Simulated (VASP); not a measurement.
Write the native input for VASP 6.6.1 that does the following.

```yaml
Task: single point
Functional: PBE
Dispersion: D3(BJ)
Potentials_or_basis: VASP PAW PBE potentials, release 64 (Cu, F)
Cutoff: 520 eV
k_mesh: 2 × 2 × 1
Occupations: methfessel-paxton, width 0.1 eV
Spin: no spin polarisation
Dipole_correction: no
Further_INCAR_settings: ALGO = Normal; EDIFF = 1e-06; NBANDS = 106; NELMDL = -8
```

The structure of Cu16F lies in POSCAR:

```
Cu16F
1.0
    5.1053109602      0.0000000000      0.0000000000
    0.0000000000      5.1053109602      0.0000000000
    0.0000000000      0.0000000000     21.9150000000
Cu F
16 1
Direct
    0.2500000000      0.2500000000      0.1140771200
    0.7500000000      0.2500000000      0.1140771200
    0.2500000000      0.7500000000      0.1140771200
    0.7500000000      0.7500000000      0.1140771200
    0.0000000000      0.0000000000      0.1964407900
    0.5000000000      0.0000000000      0.1964407900
    0.0000000000      0.5000000000      0.1964407900
    0.5000000000      0.5000000000      0.1964407900
    0.2484352400      0.2500039400      0.2772742600
    0.7514672300      0.2500142700      0.2772602800
    0.2442619700      0.7500191800      0.2781641700
    0.7555972800      0.7500089300      0.2781492700
    0.0000171900     -0.0075114300      0.3603735700
    0.4999584800     -0.0024497200      0.3546626200
   -0.0001623300      0.5076329700      0.3603739400
    0.4998206800      0.5024418600      0.3546581200
   -0.0017098100      0.2500649000      0.4269930500
```

These files were run (other wordings do the same):

INCAR

```
SYSTEM = Cu16F
  PREC = Accurate
  ENCUT = 520
  EDIFF = 1E-6
  ISMEAR = 1
  SIGMA = 0.1
  LREAL = .FALSE.
  LASPH = .TRUE.
  NELM = 120
  ALGO = Normal
  ISIF = 2
  LWAVE = .FALSE.
  LCHARG = .TRUE.
  GGA = PE
  IVDW = 12
  LELF = .TRUE.
  LVHAR = .TRUE.
  NBANDS = 106
  GGA_COMPAT = .FALSE.
  NELMDL = -8
```

KPOINTS

```
regular mesh
0
G
  2 2 1
  0 0 0
```

Potentials or basis: VASP PAW PBE potentials, release 64 (Cu, F).

Command:

```sh
$ cat potpaw_PBE.64/Cu/POTCAR potpaw_PBE.64/F/POTCAR > POTCAR
$ mpirun -np 1 vasp_std > vasp.out
```

Results of the run:

The largest force is 0.385 eV/Å, the band gap on the k mesh is zero (an odd number of electrons rules out a gap without spin polarisation) and the dispersion energy per atom is -0.392 eV.

Caveat: the k points lie up to 0.62 Å⁻¹ apart, too coarse for converged energies and pressures of a metal; there is no dipole correction, which matters where the two faces differ.

It took 18 min on 1 thread of Oxide Virtual Turin-like Processor, on a shared host, peak memory 0.6 GiB.
